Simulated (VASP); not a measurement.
A run of VASP 6.6.1 is set up as follows.

INCAR

```
SYSTEM = BaTiO3
  PREC = Accurate
  ENCUT = 520
  EDIFF = 1E-6
  ISMEAR = 0
  SIGMA = 0.05
  LREAL = .FALSE.
  LASPH = .TRUE.
  NELM = 200
  ALGO = Normal
  ISIF = 2
  LWAVE = .FALSE.
  LCHARG = .TRUE.
  ISPIN = 2
  MAGMOM = 1 0 0 1 0 0 0 0 0 0 1 1 0 0 1
  LORBIT = 11
  LMAXMIX = 4
  LDIPOL = .TRUE.
  IDIPOL = 3
  DIPOL = 0.5 0.5 0.508
  GGA = PS
  LELF = .TRUE.
  LVHAR = .TRUE.
  LVACPOTAV = .TRUE.
  NBANDS = 77
  GGA_COMPAT = .FALSE.
  NELMDL = -8
```

Contents of KPOINTS:

```
Automatic mesh
0
G
  7 7 1
  0 0 0
```

Contents of POSCAR:

```
BaTiO3
1.0
    3.9698693943      0.0000000000      0.0000000000
    0.0000000000      3.9698693943      0.0000000000
    0.0000000000      0.0000000000     24.9246734857
Ba O Ti
3 9 3
Direct
    0.5000000000      0.5000000000      0.3009066500
    0.5000000000      0.5000000000      0.4601813300
    0.5000000000      0.5000000000      0.6194560100
    0.0000000000      0.0000000000      0.3009066500
    0.5000000000      0.0000000000      0.3805439900
    0.0000000000      0.5000000000      0.3805439900
    0.0000000000      0.0000000000      0.4601813300
    0.5000000000      0.0000000000      0.5398186700
    0.0000000000      0.5000000000      0.5398186700
    0.0000000000      0.0000000000      0.6194560100
    0.5000000000      0.0000000000      0.6990933500
    0.0000000000      0.5000000000      0.6990933500
    0.0000000000      0.0000000000      0.3805439900
    0.0000000000      0.0000000000      0.5398186700
    0.0000000000      0.0000000000      0.6990933500
```

Potentials or basis: VASP PAW PBE potentials, release 64 (Ba_sv, O, Ti_sv).

The run is started by

```sh
$ cat potpaw_PBE.64/Ba_sv/POTCAR potpaw_PBE.64/O/POTCAR potpaw_PBE.64/Ti_sv/POTCAR > POTCAR
$ mpirun -np 1 vasp_std > vasp.out
```

Estimate the net moment.

0.00 μB per cell.

Predict the band gap on the k mesh.

0.95 eV (least direct gap 1.54 eV).

Predict the largest force.

2.267 eV/Å.

Forces on the atoms (eV/Å):
```
Ba   0.000  0.000  0.512
Ba   0.000  0.000  0.162
Ba   0.000  0.000  0.784
O    0.000  0.000  0.375
O    0.000  0.000 -0.165
O    0.000  0.000 -0.165
O    0.000  0.000  0.255
O    0.000  0.000 -0.072
O    0.000  0.000 -0.072
O    0.000  0.000  0.854
O    0.000  0.000  0.502
O    0.000  0.000  0.502
Ti   0.000  0.000 -1.063
Ti   0.000  0.000 -0.141
Ti   0.000  0.000 -2.267
```

Caveat: the PAW data sets were made with another functional, which shifts forces and pressure a little; spin-orbit coupling is left out, which moves the levels of the heavy elements.
